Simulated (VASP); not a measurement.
Zr2GeW2, 5 atoms in the cell. The structure is trigonal, space group P-3m1 (No. 164). The conventional cell has a = 4.291 Å, b = 4.291 Å, c = 6.064 Å, α = 90.00°, β = 90.00°, γ = 120.00°. Within 3.4 Å of Zr (site symmetry 3m) lie 6 W at 2.57 to 2.89 Å and 3 Zr at 2.60 Å. Ge (site symmetry -3m) has 2 W at 1.94 Å within 2.6 Å. W (site symmetry 3m) has 1 Ge at 1.94 Å and 1 W at 2.18 Å and 3 Zr at 2.57 Å within 2.6 Å. 

```yaml
Program: VASP 6.6.1
Task: single point
Functional: PBE
Potentials_or_basis: VASP PAW PBE potentials, release 64 (Zr_sv, Ge_d, W_sv)
Cutoff: 500 eV
k_mesh: 6 × 6 × 4
Occupations: gaussian, width 0.1 eV
Spin: no spin polarisation
Dipole_correction: no
Further_INCAR_settings: ALGO = Normal; EDIFF = 1e-06; NBANDS = 41
```

Potentials or basis: VASP PAW PBE potentials, release 64 (Zr_sv, Ge_d, W_sv).

Launch:

```bash
$ cat potpaw_PBE.64/Zr_sv/POTCAR potpaw_PBE.64/Ge_d/POTCAR potpaw_PBE.64/W_sv/POTCAR > POTCAR
$ mpirun -np 1 vasp_std > vasp.out
```

Hardware: 1 thread of Intel(R) Xeon(R) Platinum 8375C CPU @ 2.90GHz (Ice Lake), on a shared host.

Estimate the wall time of this run.

Wall time 75 s on 1 thread of Intel(R) Xeon(R) Platinum 8375C CPU @ 2.90GHz (Ice Lake) (shared host), peak memory 0.25 GiB. Counts: scf iterations 15, k points 24.
